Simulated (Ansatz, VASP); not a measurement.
# Si4Ru: VASP beside Ansatz

```
Si Ru
1.0
    -2.75834    2.75834    2.75834
     2.75834   -2.75834    2.75834
     2.75834    2.75834   -2.75834
Si Ru
4 1
Direct
  0.00000 0.00000 0.50000
  0.00000 0.50000 0.00000
  0.50000 0.00000 0.00000
  0.50000 0.50000 0.50000
  0.00000 0.00000 0.00000
```

Change from the starting cell: species swapped into the CrGa4 type (Im-3m, No. 229).

Alike in both runs: task single point; functional PBE; k mesh 4 × 4 × 4; occupations gaussian, width 0.1 eV; collinear spin.

|  | VASP | Ansatz |
| --- | --- | --- |
| version | VASP 6.6.1 | Ansatz 0.2.0 |
| potentials or method | VASP PAW PBE potentials, release 64 (Si, Ru_pv), cutoff 520 eV | scalar-relativistic, plane waves, PAW |
| valence electrons in the cell | 30 | 32 |

```csv
,VASP,Ansatz,Ansatz less VASP
gap on the k mesh at the Fermi level (eV),none,none,-
pressure (GPa),0.1,0.1,0.00
net moment per atom (μB),0.00,0.00,0.000
```

A gap of «none» marks a metal or a gap that the smearing closes. The functional is the same, so the differences come from potentials, cutoffs and numerics. VASP's potentials hold 30 valence electrons a cell and Ansatz's 32, so a difference there can come from the potentials and not from the codes. Ansatz's warnings: seeded moment not kept.

The k mesh is coarse, so the values compare programs but aren't converged.
